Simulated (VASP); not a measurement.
# Te3W (Pm-3m) in VASP: further runs

Te3W is run at these levels: PBEsol; tasks: single point, relaxation of cell and atoms.

Program: VASP 6.6.1. These are calculated values, not measurements. Logs are shortened: lines on timing, memory, paths and dates and some standing lists are left out, and cuts for length are marked.

**1. The cell of the first run**

It takes space group Pm-3m (No. 221, cubic). Conventional cell: a = 5.299 Å, b = 5.299 Å, c = 5.299 Å, α = 90.00°, β = 90.00°, γ = 90.00°. Te (site symmetry 4/mmm) has 2 W at 2.65 Å within 3.5 Å. W (site symmetry m-3m) has 6 Te at 2.65 Å within 3.5 Å.

**2. Single point, PBEsol**

Contents of INCAR:

```
SYSTEM = Te3W
PREC     = Accurate       ! precision mode
ENCUT    = 520            ! plane-wave cutoff, eV
EDIFF    = 1E-7           ! SCF threshold, eV
ISMEAR   = -1             ! smearing method
SIGMA    = 0.15           ! smearing width, eV
LREAL    = .FALSE.        ! projectors in reciprocal space
LASPH    = .TRUE.         ! aspherical terms in the spheres
NELM     = 100            ! most SCF steps
ALGO     = Normal         ! electronic algorithm
ISIF     = 2              ! what is computed and relaxed
LWAVE    = .FALSE.        ! write WAVECAR
LCHARG   = .TRUE.         ! write CHGCAR
GGA      = PS             ! functional
LELF     = .TRUE.         ! ELF
LVHAR    = .TRUE.       
NBANDS   = 24             ! bands
```

Contents of KPOINTS:

```
Automatic mesh
0
G
  8 8 8
  0 0 0
```

Contents of POSCAR:

```
Te3W
1.0
    5.2985164969      0.0000000000      0.0000000000
    0.0000000000      5.2985164969      0.0000000000
    0.0000000000      0.0000000000      5.2985164969
Te W
3 1
Direct
    0.0000000000      0.0000000000      0.5000000000
    0.0000000000      0.5000000000      0.0000000000
    0.5000000000      0.0000000000      0.0000000000
    0.0000000000      0.0000000000      0.0000000000
```

Potentials or basis: VASP PAW PBE potentials, release 64 (Te, W_sv).

Command:

```sh
cat potpaw_PBE.64/Te/POTCAR potpaw_PBE.64/W_sv/POTCAR > POTCAR
mpirun -np 1 vasp_std > vasp.out
```

OUTCAR:

```text
SYSTEM = Te3W
   PREC = Accurate
   ENCUT = 520
   EDIFF = 1E-7
   ISMEAR = -1
   LREAL = .FALSE.
   LASPH = .TRUE.
   NELM = 100
   ISIF = 2
   GGA = PS

 ion  position               nearest neighbor table
   1  0.000  0.000  0.500-   4 2.65   4 2.65
   2  0.000  0.500  0.000-   4 2.65   4 2.65
   3  0.500  0.000  0.000-   4 2.65   4 2.65
   4  0.000  0.000  0.000-   1 2.65   2 2.65   3 2.65   1 2.65   2 2.65   3 2.65

  LATTYP: Found a simple cubic cell.
 ALAT       =     5.2985164969

  Lattice vectors:

 A1 = (   5.2985164969,   0.0000000000,   0.0000000000)
 A2 = (   0.0000000000,   5.2985164969,   0.0000000000)
 A3 = (   0.0000000000,   0.0000000000,   5.2985164969)

Analysis of symmetry for initial positions (statically):
=====================================================================
 Subroutine PRICEL returns:
 Original cell was already a primitive cell.

 Routine SETGRP: Setting up the symmetry group for a
 simple cubic supercell.

 Subroutine GETGRP returns: Found 48 space group operations
 (whereof 48 operations were pure point group operations)
 out of a pool of 48 trial point group operations.

The static configuration has the point symmetry O_h .

Analysis of symmetry for dynamics (positions and initial velocities):
=====================================================================
 Subroutine PRICEL returns:
 Original cell was already a primitive cell.

 Routine SETGRP: Setting up the symmetry group for a
 simple cubic supercell.

 Subroutine GETGRP returns: Found 48 space group operations
 (whereof 48 operations were pure point group operations)
 out of a pool of 48 trial point group operations.

The dynamic configuration has the point symmetry O_h .

 Subroutine INISYM returns: Found 48 space group operations
 (whereof 48 operations are pure point group operations),
 and found     1 'primitive' translations

----------------------------------------------------------------------------------------

                                     Primitive cell

  volume of cell :     148.7520

  direct lattice vectors                    reciprocal lattice vectors
     5.298516497  0.000000000  0.000000000     0.188732073  0.000000000  0.000000000
     0.000000000  5.298516497  0.000000000     0.000000000  0.188732073  0.000000000
     0.000000000  0.000000000  5.298516497     0.000000000  0.000000000  0.188732073

  length of vectors
     5.298516497  5.298516497  5.298516497     0.188732073  0.188732073  0.188732073

  position of ions in fractional coordinates (direct lattice)
     0.000000000  0.000000000  0.500000000
     0.000000000  0.500000000  0.000000000
     0.500000000  0.000000000  0.000000000
     0.000000000  0.000000000  0.000000000

  ion indices of the primitive-cell ions
   primitive index   ion index
                 1           1
                 2           2
                 3           3
                 4           4

----------------------------------------------------------------------------------------

 KPOINTS: Automatic mesh

Automatic generation of k-mesh.
 Grid dimensions read from file:
 generate k-points for:    8    8    8

 Generating k-lattice:

  Cartesian coordinates                     Fractional coordinates (reciprocal lattice)
     0.023591509  0.000000000  0.000000000     0.125000000  0.000000000  0.000000000
     0.000000000  0.023591509  0.000000000     0.000000000  0.125000000  0.000000000
     0.000000000  0.000000000  0.023591509     0.000000000  0.000000000  0.125000000

  Length of vectors
     0.023591509  0.023591509  0.023591509

  Shift w.r.t. Gamma in fractional coordinates (k-lattice)
     0.000000000  0.000000000  0.000000000

 Subroutine IBZKPT returns following result:
 ===========================================

 Found     35 irreducible k-points:

 Following reciprocal coordinates:
            Coordinates               Weight
  0.000000  0.000000  0.000000      1.000000
  0.125000  0.000000  0.000000      6.000000
  0.250000  0.000000  0.000000      6.000000
[... 51 lines left out ...]
      3     -35.0039      2.00000
      4     -35.0023      2.00000
      5      -8.3538      2.00000
      6      -6.8468      2.00000
[... 16 lines left out ...]
     23       9.3196      0.00000
     24      10.4601      0.00000

 k-point     4 :       0.3750    0.0000    0.0000
  band No.  band energies     occupation
      1     -70.7714      2.00000
      2     -35.0039      2.00000
      3     -35.0039      2.00000
      4     -35.0010      2.00000
      5      -8.1746      2.00000
      6      -6.9226      2.00000
[... 16 lines left out ...]
     23       9.4863      0.00000
     24      11.4375      0.00000

 k-point     5 :       0.5000    0.0000    0.0000
  band No.  band energies     occupation
      1     -70.7714      2.00000
      2     -35.0038      2.00000
      3     -35.0038      2.00000
      4     -35.0004      2.00000
      5      -8.0883      2.00000
      6      -6.9649      2.00000
[... 16 lines left out ...]
     23       9.4841      0.00000
     24      11.4147      0.00000

 k-point     6 :       0.1250    0.1250    0.0000
  band No.  band energies     occupation
      1     -70.7713      2.00000
      2     -35.0040      2.00000
      3     -35.0035      2.00000
      4     -35.0035      2.00000
      5      -8.4478      2.00000
      6      -6.7988      2.00000
[... 16 lines left out ...]
     23       9.2478      0.00000
     24       9.7481      0.00000
[... 379 lines left out ...]
 k-point    21 :       0.3750    0.2500    0.1250
  band No.  band energies     occupation
      1     -70.7715      2.00000
      2     -35.0032      2.00000
      3     -35.0020      2.00000
      4     -35.0008      2.00000
      5      -7.8699      2.00000
      6      -6.8907      2.00000
[... 16 lines left out ...]
     23       9.5105      0.00000
     24      10.6906      0.00000

 k-point    22 :       0.5000    0.2500    0.1250
  band No.  band energies     occupation
      1     -70.7715      2.00000
      2     -35.0032      2.00000
      3     -35.0020      2.00000
      4     -35.0003      2.00000
      5      -7.7725      2.00000
      6      -6.9274      2.00000
[... 16 lines left out ...]
     23      10.3620      0.00000
     24      10.4862      0.00000

 k-point    23 :       0.3750    0.3750    0.1250
  band No.  band energies     occupation
      1     -70.7715      2.00000
      2     -35.0031      2.00000
      3     -35.0007      2.00000
      4     -35.0007      2.00000
      5      -7.6568      2.00000
      6      -6.8823      2.00000
[... 16 lines left out ...]
     23       9.4881      0.00000
     24      10.8740      0.00000

 k-point    24 :       0.5000    0.3750    0.1250
  band No.  band energies     occupation
      1     -70.7715      2.00000
      2     -35.0031      2.00000
      3     -35.0007      2.00000
      4     -35.0002      2.00000
      5      -7.5478      2.00000
      6      -6.9064      2.00000
[... 16 lines left out ...]
     23      10.3134      0.00000
     24      10.9366      0.00000

 [... further k-points ...]
[... 5 lines left out ...]
  --------------------------------------------------------------------------------------
  -------------------------------------------------------------------------------------
  Total        0.0293695      0.0293695      0.0293695     -0.0000000     -0.0000000      0.0000000
  in kB        0.3163333      0.3163333      0.3163333     -0.0000000     -0.0000000      0.0000000
  external PRESSURE =       0.3163333 kB  Pullay stress =       0.0000000 kB

 VOLUME and BASIS-vectors are now :
 -----------------------------------------------------------------------------
  energy-cutoff  :      520.00
  volume of cell :      148.75
      direct lattice vectors                 reciprocal lattice vectors
     5.298516497  0.000000000  0.000000000     0.188732073  0.000000000  0.000000000
     0.000000000  5.298516497  0.000000000     0.000000000  0.188732073  0.000000000
     0.000000000  0.000000000  5.298516497     0.000000000  0.000000000  0.188732073

 POSITION                                       TOTAL-FORCE (eV/Angst)
 -----------------------------------------------------------------------------------
      0.00000      0.00000      2.64926         0.000000      0.000000      0.000000
      0.00000      2.64926      0.00000         0.000000      0.000000      0.000000
      2.64926      0.00000      0.00000         0.000000      0.000000      0.000000
      0.00000      0.00000      0.00000         0.000000      0.000000      0.000000
 -----------------------------------------------------------------------------------
    total drift:                               -0.000000     -0.000000     -0.000000

  FREE ENERGIE OF THE ION-ELECTRON SYSTEM (eV)
  ---------------------------------------------------
  free  energy   TOTEN  =       -21.8456187998 eV

  energy  without entropy=      -21.5779055306  energy(sigma->0) =      -21.71176217
```

Run time: 3 min. Hardware: 1 thread of Intel Xeon Platinum 8488C (Sapphire Rapids), shared host; peak memory 0.3 GiB.

Results:

```yaml
Free_energy: -21.8456 eV
Pressure: 0.0 GPa
Band_gap_on_the_k_mesh: zero (band 16 reaches 4.92 eV, above the bottom of band 17 at 3.47 eV)
```

Levels at points of the mesh, in eV from the Fermi level:
| k point | band 12 | band 13 | band 14 | band 15 | band 16 | band 17 | band 18 | band 19 | band 20 | band 21 |
| --- | --- | --- | --- | --- | --- | --- | --- | --- | --- | --- |
| (0.00, 0.00, 0.00) | -1.63 | -1.63 | -0.97 | -0.97 | -0.97 | -0.07 | -0.07 | -0.07 | 0.37 | 0.37 |
| (0.50, 0.00, 0.00) | -3.28 | -2.25 | -1.61 | -1.48 | -0.38 | -0.38 | 0.40 | 1.04 | 1.12 | 1.12 |
| (0.50, 0.50, 0.00) | -3.24 | -2.97 | -1.84 | -1.84 | 0.72 | 0.74 | 0.75 | 1.15 | 1.15 | 5.28 |
| (0.50, 0.50, 0.50) | -4.58 | -4.58 | 0.77 | 0.77 | 0.77 | 0.82 | 0.82 | 0.82 | 3.02 | 5.30 |

Caveat: the PAW data sets were made with another functional, which shifts forces and pressure a little; spin-orbit coupling is left out, which moves the levels of the heavy elements.

**3. Relaxation of cell and atoms, PBEsol**

This run uses another cell than the first one, of 37.09 Å³/atom, 0.997 times its volume.

Contents of INCAR:

```
SYSTEM = Te3W
  PREC = Accurate
  ENCUT = 600
  EDIFF = 1E-7
  ISMEAR = -1
  SIGMA = 0.15
  LREAL = .False.
  LASPH = .True.
  NELM = 60
  ALGO = Normal
  ISIF = 3
  LWAVE = .False.
  LCHARG = .False.
  GGA = PS
  IBRION = 2
  NSW = 80
  EDIFFG = -0.001
```

Contents of KPOINTS:

```
Automatic mesh
0
Gamma
  8 8 8
  0 0 0
```

Contents of POSCAR:

```
Te3W
1.0
    5.2936206670      0.0000000000      0.0000000000
    0.0000000000      5.2936206670      0.0000000000
    0.0000000000      0.0000000000      5.2936206670
Te W
3 1
Direct
    0.0000000000      0.0000000000      0.5000000000
    0.0000000000      0.5000000000      0.0000000000
    0.5000000000      0.0000000000      0.0000000000
    0.0000000000      0.0000000000      0.0000000000
```

Potentials or basis: VASP PAW PBE potentials, release 64 (Te, W_sv).

Command:

```sh
cat potpaw_PBE.64/Te/POTCAR potpaw_PBE.64/W_sv/POTCAR > POTCAR
mpirun -np 1 vasp_std > vasp.out
```

It took 5 min on 1 thread of Intel Xeon Platinum 8488C (Sapphire Rapids), shared host; peak memory 0.35 GiB.

It converged, with:

| Property | Result |
| --- | --- |
| Free energy | -21.8457 eV |
| Relaxed volume | 37.21 Å³/atom |
| Relaxed cell | a = 5.300 Å, b = 5.300 Å, c = 5.300 Å, α = 90.00°, β = 90.00°, γ = 90.00° |
| Space group after relaxing (to 0.05 Å) | Pm-3m (No. 221) |
| Energy gained by relaxing | 0.1 meV/atom |
| Ionic steps | 3 |
| Pressure after relaxing | 0.0 GPa |
| Band gap on the k mesh | zero (band 16 reaches 4.91 eV, above the bottom of band 17 at 3.47 eV) |

The path:
```tsv
step	energy change (eV)	largest force (eV/Å)	pressure (GPa)	volume (Å³)
1	0.0000	0.0000	0.20	148.34
2	0.0000	0.0000	-0.21	149.36
3	-0.0003	0.0000	0.00	148.84
```

Final structure:
```
Te W
1.0
     5.29954    0.00000    0.00000
     0.00000    5.29954    0.00000
     0.00000    0.00000    5.29954
Te W
3 1
Direct
  0.00000 0.00000 0.50000
  0.00000 0.50000 0.00000
  0.50000 0.00000 0.00000
  0.00000 0.00000 0.00000
```

Levels at points of the mesh, in eV from the Fermi level:
```tsv
k point	band 14	band 15	band 16	band 17	band 18	band 19
(0.00, 0.00, 0.00)	-0.97	-0.97	-0.97	-0.07	-0.07	-0.07
(0.50, 0.00, 0.00)	-1.61	-1.48	-0.38	-0.38	0.40	1.04
(0.50, 0.50, 0.00)	-1.83	-1.83	0.72	0.74	0.75	1.15
(0.50, 0.50, 0.50)	0.77	0.77	0.77	0.82	0.82	0.82
```

Caveat: the PAW data sets were made with another functional, which shifts forces and pressure a little; spin-orbit coupling is left out, which moves the levels of the heavy elements.

**4. Single point, PBEsol (volume scaled by 1.02)**

Contents of INCAR:

```
SYSTEM = Te3W
PREC = Accurate ; ENCUT = 520
EDIFF = 1E-7 ; ISMEAR = -1
SIGMA = 0.15 ; LREAL = .FALSE.
LASPH = .TRUE. ; NELM = 100
ALGO = Normal ; ISIF = 2
LWAVE = .FALSE. ; LCHARG = .TRUE.
GGA = PS ; LELF = .TRUE.
LVHAR = .TRUE. ; NBANDS = 24
```

Contents of KPOINTS:

```
regular mesh
0
G
  8 8 8
  0 0 0
```

Contents of POSCAR:

```
Te3W
1.0
    5.3336070338      0.0000000000      0.0000000000
    0.0000000000      5.3336070338      0.0000000000
    0.0000000000      0.0000000000      5.3336070338
Te W
3 1
Direct
    0.0000000000      0.0000000000      0.5000000000
    0.0000000000      0.5000000000      0.0000000000
    0.5000000000      0.0000000000      0.0000000000
    0.0000000000      0.0000000000      0.0000000000
```

Command:

```sh
cat potpaw_PBE.64/Te/POTCAR potpaw_PBE.64/W_sv/POTCAR > POTCAR
mpirun -np 1 vasp_std > vasp.out
```

Wall time 72 s (1 thread of Intel Xeon 6975P-C (Granite Rapids), shared host); peak memory 0.3 GiB.

Results (log left out):

- Free energy: -21.8357 eV
- Pressure: -1.1 GPa
- Band gap on the k mesh: zero (band 16 reaches 4.68 eV, above the bottom of band 17 at 3.29 eV)

Levels at points of the mesh, in eV from the Fermi level:
```
           k point  band 14  band 15  band 16  band 17  band 18  band 19
(0.00, 0.00, 0.00)    -0.94    -0.94    -0.94    -0.09    -0.09    -0.09
(0.50, 0.00, 0.00)    -1.55    -1.43    -0.38    -0.38     0.37     0.98
(0.50, 0.50, 0.00)    -1.79    -1.79     0.66     0.71     0.75     1.12
(0.50, 0.50, 0.50)     0.74     0.74     0.74     0.82     0.82     0.82
```

Caveat: the cell differs from its parent crystal (volume scaled by 1.02); the PAW data sets were made with another functional, which shifts forces and pressure a little; spin-orbit coupling is left out, which moves the levels of the heavy elements.

**5. Single point, PBEsol**

This run uses another cell than the first one, of 36.06 Å³/atom, 0.970 times its volume.

Contents of INCAR:

```
SYSTEM = Te3W
  PREC = Accurate
  ENCUT = 520
  EDIFF = 1E-6
  ISMEAR = -1
  SIGMA = 0.15
  LREAL = .False.
  LASPH = .True.
  NELM = 80
  ALGO = Normal
  ISIF = 2
  LWAVE = .False.
  LCHARG = .False.
  GGA = PS
  NBANDS = 24
```

Contents of KPOINTS:

```
Automatic mesh
0
Gamma
  8 8 8
  0 0 0
```

Contents of POSCAR:

```
Te3W
1.0
    5.2442408492      0.0000000000      0.0000000000
    0.0000000000      5.2442408492      0.0000000000
    0.0000000000      0.0000000000      5.2442408492
Te W
3 1
Direct
    0.0000000000      0.0000000000      0.5000000000
    0.0000000000      0.5000000000      0.0000000000
    0.5000000000      0.0000000000      0.0000000000
    0.0000000000      0.0000000000      0.0000000000
```

Command:

```sh
cat potpaw_PBE.64/Te/POTCAR potpaw_PBE.64/W_sv/POTCAR > POTCAR
mpirun -np 1 vasp_std > vasp.out
```

Run time: 57 s. Hardware: 1 thread of Intel Xeon 6975P-C (Granite Rapids), shared host; peak memory 0.3 GiB.

It converged, with:

| Item | Value |
| --- | --- |
| Free energy | -21.8170 eV |
| Pressure | 2.0 GPa |
| Band gap on the k mesh | zero (band 16 reaches 5.29 eV, above the bottom of band 17 at 3.77 eV) |

Levels at points of the mesh, in eV from the Fermi level:
| k point | band 12 | band 13 | band 14 | band 15 | band 16 | band 17 | band 18 | band 19 | band 20 | band 21 |
| --- | --- | --- | --- | --- | --- | --- | --- | --- | --- | --- |
| (0.00, 0.00, 0.00) | -1.72 | -1.72 | -1.01 | -1.01 | -1.01 | -0.05 | -0.05 | -0.05 | 0.43 | 0.43 |
| (0.50, 0.00, 0.00) | -3.43 | -2.33 | -1.70 | -1.57 | -0.37 | -0.37 | 0.47 | 1.13 | 1.16 | 1.16 |
| (0.50, 0.50, 0.00) | -3.38 | -3.02 | -1.91 | -1.91 | 0.74 | 0.79 | 0.81 | 1.19 | 1.19 | 5.19 |
| (0.50, 0.50, 0.50) | -4.77 | -4.77 | 0.82 | 0.82 | 0.82 | 0.82 | 0.82 | 0.82 | 2.88 | 5.39 |

Caveat: the PAW data sets were made with another functional, which shifts forces and pressure a little; spin-orbit coupling is left out, which moves the levels of the heavy elements.

**6. Single point, PBEsol (volume scaled by 0.98)**

Contents of INCAR:

```
PREC = Accurate
ENCUT = 520
EDIFF = 1E-7
ISMEAR = -1
SIGMA = 0.15
LREAL = F
LASPH = T
NELM = 100
ALGO = Normal
ISIF = 2
LWAVE = F
LCHARG = F
GGA = PS
NBANDS = 24
```

Contents of KPOINTS:

```
regular mesh
0
Gamma
  8 8 8
```

Contents of POSCAR:

```
Te3W
1.0
    5.2629549130      0.0000000000      0.0000000000
    0.0000000000      5.2629549130      0.0000000000
    0.0000000000      0.0000000000      5.2629549130
Te W
3 1
Direct
    0.0000000000      0.0000000000      0.5000000000
    0.0000000000      0.5000000000      0.0000000000
    0.5000000000      0.0000000000      0.0000000000
    0.0000000000      0.0000000000      0.0000000000
```

Potentials or basis: VASP PAW PBE potentials, release 64 (Te, W_sv).

Command:

```sh
cat potpaw_PBE.64/Te/POTCAR potpaw_PBE.64/W_sv/POTCAR > POTCAR
mpirun -np 1 vasp_std > vasp.out
```

Wall time 63 s (1 thread of Intel Xeon 6975P-C (Granite Rapids), shared host); peak memory 0.3 GiB.

Results (log left out):

- Free energy: -21.8332 eV
- Pressure: 1.3 GPa
- Band gap on the k mesh: zero (band 16 reaches 5.16 eV, above the bottom of band 17 at 3.66 eV)

Levels at points of the mesh, in eV from the Fermi level:
```csv
k point,band 14,band 15,band 16,band 17,band 18,band 19
"(0.00, 0.00, 0.00)",-1.00,-1.00,-1.00,-0.06,-0.06,-0.06
"(0.50, 0.00, 0.00)",-1.67,-1.54,-0.38,-0.38,0.45,1.10
"(0.50, 0.50, 0.00)",-1.88,-1.88,0.74,0.77,0.78,1.18
"(0.50, 0.50, 0.50)",0.80,0.80,0.80,0.82,0.82,0.82
```

Caveat: the cell differs from its parent crystal (volume scaled by 0.98); the PAW data sets were made with another functional, which shifts forces and pressure a little; spin-orbit coupling is left out, which moves the levels of the heavy elements.

**7. The runs side by side**

| task | cell | cutoff (eV) | gap on the mesh (eV) | pressure (GPa) |
| --- | --- | --- | --- | --- |
| single point | a = 5.299 Å, 4 atoms | 520 | none | 0.0 |
| relaxation of cell and atoms | relaxed from a = 5.294 Å, 4 atoms | 600 | none | 0.0 |
| single point | a = 5.334 Å, 4 atoms | 520 | none | -1.1 |
| single point | a = 5.244 Å, 4 atoms | 520 | none | 2.0 |
| single point | a = 5.263 Å, 4 atoms | 520 | none | 1.3 |

Alike in all rows: level PBEsol; potentials or basis VASP PAW PBE potentials, release 64 (Te, W_sv); no spin polarisation; k mesh 8 × 8 × 8; smearing fermi-dirac 0.15 eV.

Caveats: the PAW data sets were made with another functional, which shifts forces and pressure a little; spin-orbit coupling is left out, which moves the levels of the heavy elements.

Total energies depend on the potentials used, so only differences within one code and one set of settings carry meaning.
